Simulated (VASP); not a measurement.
# AgBr (Fm-3m) in VASP: notebook

Runs on AgBr. Level: PBE. Tasks: single point.

Everything below comes from runs of VASP 6.6.1. Logs are shortened: lines on timing, memory, paths and dates and some standing lists are left out, and cuts for length are marked.

### 1 The cell of the first run

Symmetry: Fm-3m, No. 225, cubic system. Conventional cell: a = 5.740 Å, b = 5.740 Å, c = 5.740 Å, α = 90.00°, β = 90.00°, γ = 90.00°. Within 3.8 Å of Ag (site symmetry m-3m) lie 6 Br at 2.87 Å. Br (site symmetry m-3m) has 6 Ag at 2.87 Å within 3.8 Å.

### 2 Single point, PBE

The input, INCAR:

```
ALGO     = Normal         # electronic algorithm
EDIFF    = 1E-6           # SCF threshold, eV
ENCUT    = 500            # plane-wave cutoff, eV
GGA      = PE             # functional
GGA_COMPAT= F            
ISIF     = 2              # what is computed and relaxed
ISMEAR   = -1             # smearing method
LASPH    = T              # aspherical terms in the spheres
LCHARG   = F              # write CHGCAR
LREAL    = F              # projectors in reciprocal space
LWAVE    = F              # write WAVECAR
NBANDS   = 16             # bands
NELM     = 120            # most SCF steps
PREC     = Accurate       # precision mode
SIGMA    = 0.0272         # smearing width, eV
```

The input, KPOINTS:

```
k-points
0
Gamma
  6 6 6
```

The input, POSCAR:

```
AgBr
1.0
    0.0000000000      2.8701500000      2.8701500000
    2.8701500000      0.0000000000      2.8701500000
    2.8701500000      2.8701500000      0.0000000000
Ag Br
1 1
Direct
    0.0000000000      0.0000000000      0.0000000000
    0.5000000000      0.5000000000      0.5000000000
```

Potentials or basis: VASP PAW PBE potentials, release 64 (Ag, Br).

On the command line:

```sh
> cat potpaw_PBE.64/Ag/POTCAR potpaw_PBE.64/Br/POTCAR > POTCAR
> mpirun -np 1 vasp_std > vasp.out
```

OUTCAR:

```text
EDIFF = 1E-6
   ENCUT = 500
   GGA = PE
   ISIF = 2
   ISMEAR = -1
   LASPH = T
   LREAL = F
   NELM = 120
   PREC = Accurate

 ion  position               nearest neighbor table
   1  0.000  0.000  0.000-   2 2.87   2 2.87   2 2.87   2 2.87   2 2.87   2 2.87
   2  0.500  0.500  0.500-   1 2.87   1 2.87   1 2.87   1 2.87   1 2.87   1 2.87

  LATTYP: Found a face centered cubic cell.
 ALAT       =     5.7403000000

  Lattice vectors:

 A1 = (   0.0000000000,   2.8701500000,   2.8701500000)
 A2 = (   2.8701500000,   0.0000000000,   2.8701500000)
 A3 = (   2.8701500000,   2.8701500000,   0.0000000000)

Analysis of symmetry for initial positions (statically):
=====================================================================
 Subroutine PRICEL returns:
 Original cell was already a primitive cell.

 Routine SETGRP: Setting up the symmetry group for a
 face centered cubic supercell.

 Subroutine GETGRP returns: Found 48 space group operations
 (whereof 48 operations were pure point group operations)
 out of a pool of 48 trial point group operations.

The static configuration has the point symmetry O_h .

Analysis of symmetry for dynamics (positions and initial velocities):
=====================================================================
 Subroutine PRICEL returns:
 Original cell was already a primitive cell.

 Routine SETGRP: Setting up the symmetry group for a
 face centered cubic supercell.

 Subroutine GETGRP returns: Found 48 space group operations
 (whereof 48 operations were pure point group operations)
 out of a pool of 48 trial point group operations.

The dynamic configuration has the point symmetry O_h .

 Subroutine INISYM returns: Found 48 space group operations
 (whereof 48 operations are pure point group operations),
 and found     1 'primitive' translations

----------------------------------------------------------------------------------------

                                     Primitive cell

  volume of cell :      47.2872

  direct lattice vectors                    reciprocal lattice vectors
     0.000000000  2.870150000  2.870150000    -0.174206923  0.174206923  0.174206923
     2.870150000  0.000000000  2.870150000     0.174206923 -0.174206923  0.174206923
     2.870150000  2.870150000  0.000000000     0.174206923  0.174206923 -0.174206923

  length of vectors
     4.059005056  4.059005056  4.059005056     0.301735242  0.301735242  0.301735242

  position of ions in fractional coordinates (direct lattice)
     0.000000000  0.000000000  0.000000000
     0.500000000  0.500000000  0.500000000

  ion indices of the primitive-cell ions
   primitive index   ion index
                 1           1
                 2           2

----------------------------------------------------------------------------------------

 KPOINTS: k-points

Automatic generation of k-mesh.
 Grid dimensions read from file:
 generate k-points for:    6    6    6

 Generating k-lattice:

  Cartesian coordinates                     Fractional coordinates (reciprocal lattice)
    -0.029034487  0.029034487  0.029034487     0.166666667  0.000000000  0.000000000
     0.029034487 -0.029034487  0.029034487     0.000000000  0.166666667  0.000000000
     0.029034487  0.029034487 -0.029034487     0.000000000  0.000000000  0.166666667

  Length of vectors
     0.050289207  0.050289207  0.050289207

  Shift w.r.t. Gamma in fractional coordinates (k-lattice)
     0.000000000  0.000000000  0.000000000

 Subroutine IBZKPT returns following result:
 ===========================================

 Found     16 irreducible k-points:

 Following reciprocal coordinates:
            Coordinates               Weight
  0.000000  0.000000  0.000000      1.000000
  0.166667  0.000000  0.000000      8.000000
  0.333333  0.000000  0.000000      8.000000
  0.500000  0.000000  0.000000      4.000000
  0.166667  0.166667  0.000000      6.000000
  0.333333  0.166667  0.000000     24.000000
[... 8 lines left out ...]
 -0.333333  0.333333  0.166667     24.000000
 -0.333333  0.500000  0.166667     12.000000
   k-points           NKPTS =     16   k-points in BZ     NKDIM =     16   number of bands    NBANDS=     16
   number of dos      NEDOS =    301   number of ions     NIONS =      2
   total plane-waves  NPLWV =  27000
   dimension x,y,z NGX =    30 NGY =   30 NGZ =   30
   dimension x,y,z NGXF=    60 NGYF=   60 NGZF=   60
   ions per type =               1   1
   NGX,Y,Z   is equivalent  to a cutoff of  12.29, 12.29, 12.29 a.u.
   NGXF,Y,Z  is equivalent  to a cutoff of  24.57, 24.57, 24.57 a.u.
 SYSTEM =  unknown system
   PREC   = accura    normal or accurate (medium, high low for compatibility)
   ISTART =      0    job   : 0-new  1-cont  2-samecut
   ICHARG =      2    charge: 1-file 2-atom 10-const
   ISPIN  =      1    spin polarized calculation?
   LNONCOLLINEAR =      F non collinear calculations
   LSORBIT =      F    spin-orbit coupling
   LASPH  =      T    aspherical Exc in radial PAW
   ENCUT  =  500.0 eV  36.75 Ry    6.06 a.u.   7.40  7.40  7.40*2*pi/ulx,y,z
   NELM   =    120;   NELMIN=  2; NELMDL= -5     # of ELM steps
   EDIFF  = 0.1E-05   stopping-criterion for ELM
   LREAL  =      F    real-space projection
[... 7 lines left out ...]
   TEBEG  =    0.0;   TEEND  =   0.0 temperature during run
   PSTRESS=    0.0 pullay stress
   NELECT =      18.0000    total number of electrons
   NUPDOWN=      -1.0000    fix difference up-down
   EMIN   =  10.00;   EMAX   =-10.00  energy-range for DOS
   EFERMI =   0.00;   METHOD = LEGACY
   ISMEAR =    -1;   SIGMA  =   0.03  broadening in eV -4-tet -1-fermi 0-gaus
   EFERMI_NEDOS =   21; number of points for ismear=-14 and -15
   IALGO  =     38    algorithm
   IMIX   =      4    mixing-type and parameters
     AMIX     =   0.40;   BMIX     =  1.00
     AMIX_MAG =   1.60;   BMIX_MAG =  1.00
  volume/ion in A,a.u.               =      23.64       159.55
  Fermi-wavevector in a.u.,A,eV,Ry     =   1.186454  2.242074 19.152570  1.407674
  Thomas-Fermi vector in A             =   2.322627
   LORBIT       =      0    0 simple, 1 ext, 2 COOP (PROOUT), +10 PAW based schemes
   GGA     = PE    functional components
   LHFCALC =     F    Hartree Fock is set to
   AEXX    =    0.0000 exact exchange contribution
   IVDW    =     0    specifies the selected vdW correction
   LEPSILON=     F    determine dielectric tensor
   LRPA    =     F    only Hartree local field effects (RPA)
 non-spin polarized calculation
  energy-cutoff  :      500.00
  volume of cell :       47.29
 maximum number of plane-waves:      1243
 NGX is ok and might be reduce to    30
   NGX = 15   NGY = 15   NGZ = 15

 number of electron      18.0000002 magnetization

 Free energy of the ion-electron system (eV)
  ---------------------------------------------------
  ext. energy  EPLUGINS =         0.00000000
  ---------------------------------------------------
  free energy    TOTEN  =        -4.98195467 eV

  energy without entropy =       -4.98195458  energy(sigma->0) =       -4.98195462

 E-fermi :   3.9886     XC(G=0):  -9.8602

 val. band max:        3.6226030600   @ k =   0.5000   0.0000   0.0000
 cond. band min:       4.2934813872   @ k =   0.0000   0.0000   0.0000
 fundamental gap:      0.6708783272
 Fermi energy:         3.9886373928

 k-point     1 :       0.0000    0.0000    0.0000
  band No.  band energies     occupation
      1     -11.4592      2.00000
      2       0.8240      2.00000
      3       0.8240      2.00000
      4       0.8240      2.00000
      5       0.8243      2.00000
      6       0.8243      2.00000
[... 8 lines left out ...]
     15      15.4117      0.00000
     16      15.4117      0.00000

 k-point     2 :       0.1667    0.0000    0.0000
  band No.  band energies     occupation
      1     -11.3547      2.00000
      2       0.1585      2.00000
      3       0.2411      2.00000
      4       0.2411      2.00000
      5       0.8978      2.00000
      6       0.8978      2.00000
[... 8 lines left out ...]
     15      14.5762      0.00000
     16      14.8557      0.00000

 k-point     3 :       0.3333    0.0000    0.0000
  band No.  band energies     occupation
      1     -11.1310      2.00000
      2      -1.1243      2.00000
      3      -0.3438      2.00000
      4      -0.3438      2.00000
      5       1.0510      2.00000
      6       1.0510      2.00000
[... 8 lines left out ...]
     15      15.6475      0.00000
     16      15.6475      0.00000

 k-point     4 :       0.5000    0.0000    0.0000
  band No.  band energies     occupation
      1     -11.0106      2.00000
      2      -1.6497      2.00000
      3      -0.5549      2.00000
      4      -0.5549      2.00000
      5       1.1307      2.00000
      6       1.1307      2.00000
[... 8 lines left out ...]
     15      16.8090      0.00000
     16      16.8090      0.00000

 k-point     5 :       0.1667    0.1667    0.0000
  band No.  band energies     occupation
      1     -11.3259      2.00000
      2      -0.3735      2.00000
      3       0.6423      2.00000
      4       0.6423      2.00000
      5       0.7551      2.00000
      6       0.8640      2.00000
[... 8 lines left out ...]
     15      16.9121      0.00000
     16      17.1933      0.00000

 k-point     6 :       0.3333    0.1667    0.0000
  band No.  band energies     occupation
      1     -11.1545      2.00000
      2      -0.9353      2.00000
      3      -0.0285      2.00000
      4       0.0809      2.00000
      5       0.8764      2.00000
      6       1.0680      2.00000
[... 8 lines left out ...]
     15      16.8184      0.00000
     16      16.8962      0.00000

 k-point     7 :       0.5000    0.1667    0.0000
  band No.  band energies     occupation
      1     -11.0037      2.00000
      2      -1.3345      2.00000
      3      -0.5144      2.00000
      4      -0.3943      2.00000
      5       1.0487      2.00000
      6       1.1512      2.00000
[... 8 lines left out ...]
     15      17.0779      0.00000
     16      17.6484      0.00000

 k-point     8 :      -0.3333    0.1667    0.0000
  band No.  band energies     occupation
      1     -11.0363      2.00000
      2      -1.2884      2.00000
      3      -0.5021      2.00000
      4      -0.2821      2.00000
      5       1.0700      2.00000
      6       1.1110      2.00000
[... 8 lines left out ...]
     15      16.6384      0.00000
     16      17.2238      0.00000

 k-point     9 :      -0.1667    0.1667    0.0000
  band No.  band energies     occupation
      1     -11.2156      2.00000
      2      -0.6924      2.00000
      3      -0.2531      2.00000
      4       0.2663      2.00000
      5       0.9407      2.00000
      6       1.0302      2.00000
[... 8 lines left out ...]
     15      16.3112      0.00000
     16      16.5346      0.00000

 k-point    10 :       0.3333    0.3333    0.0000
  band No.  band energies     occupation
      1     -11.0842      2.00000
      2      -0.9642      2.00000
      3       0.5935      2.00000
      4       0.5935      2.00000
      5       0.6183      2.00000
      6       0.9443      2.00000
[... 8 lines left out ...]
     15      17.8137      0.00000
     16      19.2775      0.00000

 k-point    11 :       0.5000    0.3333    0.0000
  band No.  band energies     occupation
      1     -10.9886      2.00000
      2      -0.7939      2.00000
      3      -0.1068      2.00000
      4       0.0868      2.00000
      5       0.8710      2.00000
      6       1.1917      2.00000
[... 8 lines left out ...]
     15      17.7995      0.00000
     16      18.6215      0.00000

 k-point    12 :      -0.3333    0.3333    0.0000
  band No.  band energies     occupation
      1     -10.9642      2.00000
      2      -0.9431      2.00000
      3      -0.4037      2.00000
      4      -0.3629      2.00000
      5       1.0559      2.00000
      6       1.1467      2.00000
[... 8 lines left out ...]
     15      15.9383      0.00000
     16      19.2531      0.00000

 k-point    13 :       0.5000    0.5000    0.0000
  band No.  band energies     occupation
      1     -10.9804      2.00000
      2      -0.6606      2.00000
      3       0.5505      2.00000
      4       0.7834      2.00000
      5       0.7834      2.00000
      6       0.9849      2.00000
[... 8 lines left out ...]
     15      18.4938      0.00000
     16      18.4938      0.00000

 k-point    14 :       0.5000    0.3333    0.1667
  band No.  band energies     occupation
      1     -11.0289      2.00000
      2      -1.0446      2.00000
      3      -0.3421      2.00000
      4      -0.0007      2.00000
      5       1.0187      2.00000
      6       1.1318      2.00000
[... 8 lines left out ...]
     15      17.4836      0.00000
     16      18.7428      0.00000

 k-point    15 :      -0.3333    0.3333    0.1667
  band No.  band energies     occupation
      1     -10.9642      2.00000
      2      -0.9472      2.00000
      3      -0.4059      2.00000
      4      -0.3731      2.00000
      5       1.0857      2.00000
      6       1.1502      2.00000
[... 8 lines left out ...]
     15      16.4015      0.00000
     16      18.2939      0.00000

 k-point    16 :      -0.3333    0.5000    0.1667
  band No.  band energies     occupation
      1     -10.9565      2.00000
      2      -0.5203      2.00000
      3      -0.3857      2.00000
      4      -0.0579      2.00000
      5       1.2350      2.00000
      6       1.2411      2.00000
[... 8 lines left out ...]
     15      17.2899      0.00000
     16      18.4677      0.00000

------------------------ aborting loop because EDIFF is reached ----------------------------------------

  FORCE on cell =-STRESS in cart. coord.  units (eV):
  Direction    XX          YY          ZZ          XY          YZ          ZX
  --------------------------------------------------------------------------------------
  -------------------------------------------------------------------------------------
  Total        0.6798288      0.6798288      0.6798288     -0.0000000      0.0000000      0.0000000
  in kB       23.0338409     23.0338409     23.0338409     -0.0000000      0.0000000      0.0000000
  external PRESSURE =      23.0338409 kB  Pullay stress =       0.0000000 kB

 VOLUME and BASIS-vectors are now :
 -----------------------------------------------------------------------------
  energy-cutoff  :      500.00
  volume of cell :       47.29
      direct lattice vectors                 reciprocal lattice vectors
     0.000000000  2.870150000  2.870150000    -0.174206923  0.174206923  0.174206923
     2.870150000  0.000000000  2.870150000     0.174206923 -0.174206923  0.174206923
     2.870150000  2.870150000  0.000000000     0.174206923  0.174206923 -0.174206923

 POSITION                                       TOTAL-FORCE (eV/Angst)
 -----------------------------------------------------------------------------------
      0.00000      0.00000      0.00000         0.000000     -0.000000      0.000000
      2.87015      2.87015      2.87015        -0.000000      0.000000     -0.000000
 -----------------------------------------------------------------------------------
    total drift:                               -0.000000      0.000000      0.000000

  FREE ENERGIE OF THE ION-ELECTRON SYSTEM (eV)
  ---------------------------------------------------
  free  energy   TOTEN  =        -4.9819546687 eV

  energy  without entropy=       -4.9819545761  energy(sigma->0) =       -4.98195462
```

Run time: 12 s. Hardware: 1 thread of Intel Xeon Platinum 8488C (Sapphire Rapids), shared host; peak memory 0.16 GiB.

Results:

```yaml
Free_energy: -4.9820 eV
Pressure: 2.3 GPa
Band_gap_on_the_k_mesh: 0.67 eV (least direct gap 2.61 eV)
```

A k mesh can miss the band edges.

### 3 Single point, PBE

The input, INCAR:

```
SYSTEM = AgBr
ALGO = Normal ; EDIFF = 1E-6
ENCUT = 500 ; GGA = PE
GGA_COMPAT = .False. ; ISIF = 2
ISMEAR = -1 ; LASPH = .True.
LCHARG = .False. ; LREAL = .False.
LWAVE = .False. ; NBANDS = 16
NELM = 120 ; PREC = Accurate
SIGMA = 0.0272
```

The input, KPOINTS:

```
k-points
0
Gamma
  6 6 6
  0 0 0
```

POSCAR is that of step 2.

Potentials or basis: VASP PAW PBE potentials, release 64 (Ag, Br).

On the command line:

```sh
> cat potpaw_PBE.64/Ag/POTCAR potpaw_PBE.64/Br/POTCAR > POTCAR
> mpirun -np 1 vasp_std > vasp.out
```

Wall time 11 s (1 thread of Intel Xeon Platinum 8488C (Sapphire Rapids), shared host); peak memory 0.16 GiB.

Results (log left out):

| Quantity | Value |
| --- | --- |
| Free energy | -4.9820 eV |
| Pressure | 2.3 GPa |
| Band gap on the k mesh | 0.67 eV (least direct gap 2.61 eV) |

Levels at points of the mesh, in eV from the valence-band top:
```
           k point  band 6  band 7  band 8  band 9  band 10  band 11  band 12  band 13
(0.00, 0.00, 0.00)   -2.80   -1.93   -1.93   -1.93     0.67     9.91     9.91     9.91
(0.50, 0.00, 0.00)   -2.49   -2.15    0.00    0.00     3.73     6.59     6.76     6.76
(0.50, 0.50, 0.00)   -2.64   -2.39   -2.39   -2.29     1.60     7.05     9.06    11.04
```

A k mesh can miss the band edges. Expect the measured gap to be larger: semilocal functionals such as PBE lack the derivative discontinuity.
